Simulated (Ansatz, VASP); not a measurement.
Pb: VASP beside Ansatz

Contents of POSCAR:

```
Pb
1.0
    0.0000000000      2.4584086270      2.4584086270
    2.4584086270      0.0000000000      2.4584086270
    2.4584086270      2.4584086270      0.0000000000
Pb
1
Direct
    0.0000000000      0.0000000000      0.0000000000
```

File INCAR.step1:

```
  ALGO = Normal
  EDIFF = 1E-4
  ENCUT = 520
  GGA = PE
  GGA_COMPAT = False
  ISMEAR = -1
  LASPH = True
  LCHARG = False
  LREAL = False
  LSORBIT = True
  LWAVE = True
  MAGMOM = 0 0 0
  NBANDS = 25
  NELM = 150
  PREC = Accurate
  SIGMA = 0.05
```

File INCAR.step2:

```
  ALGO = Normal
  EDIFF = 1E-7
  ENCUT = 520
  GGA_COMPAT = False
  ISIF = 2
  ISMEAR = -1
  ISTART = 1
  LASPH = True
  LCHARG = False
  LMIXTAU = True
  LORBIT = 11
  LORBMOM = True
  LREAL = False
  LSORBIT = True
  LWAVE = False
  MAGMOM = 0 0 0
  METAGGA = R2SCAN
  NBANDS = 25
  NELM = 150
  PREC = Accurate
  SIGMA = 0.05
```

File KPOINTS:

```
k-points
0
Gamma
  9 9 9
```

Contents of input.yaml:

```yaml
crystal:
  lattice:
    - [0.0, 2.458408627, 2.458408627]
    - [2.458408627, 0.0, 2.458408627]
    - [2.458408627, 2.458408627, 0.0]
  atoms:
    - { symbol: Pb, position: [0.0, 0.0, 0.0] }
hamiltonian:
  xc: r2scan
  pseudopotentials: { kind: paw_fr }
magnetization:
  noncollinear: true
  spin_orbit: true
kpoints:
  mp_grid: { grid: [9, 9, 9] }
scf:
  occupations: { method: fermi_dirac, width: 0.05 }
output:
  forces: true
  stress: true
  eigenvalues: true
```

Alike in both runs: task single point; functional r2SCAN; k mesh 9 × 9 × 9; occupations fermi-dirac, width 0.05 eV; non-collinear spin, spin-orbit coupling.

|  | VASP | Ansatz |
| --- | --- | --- |
| version | VASP 6.6.1 | Ansatz 0.2.0 |
| potentials or method | VASP PAW PBE potentials, release 64 (Pb_d) | Ansatz PAW |
| plane-wave cutoff (eV) | 520 | 500 |
| valence electrons in the cell | 14 | 14 |

|  | VASP | Ansatz | Ansatz less VASP |
| --- | --- | --- | --- |
| pressure (GPa) | 2.3 | 2.2 | -0.09 |
| net moment per atom (μB) | 0.00 | 0.00 | 0.000 |

VASP's potentials were made for PBE, not for r2SCAN.
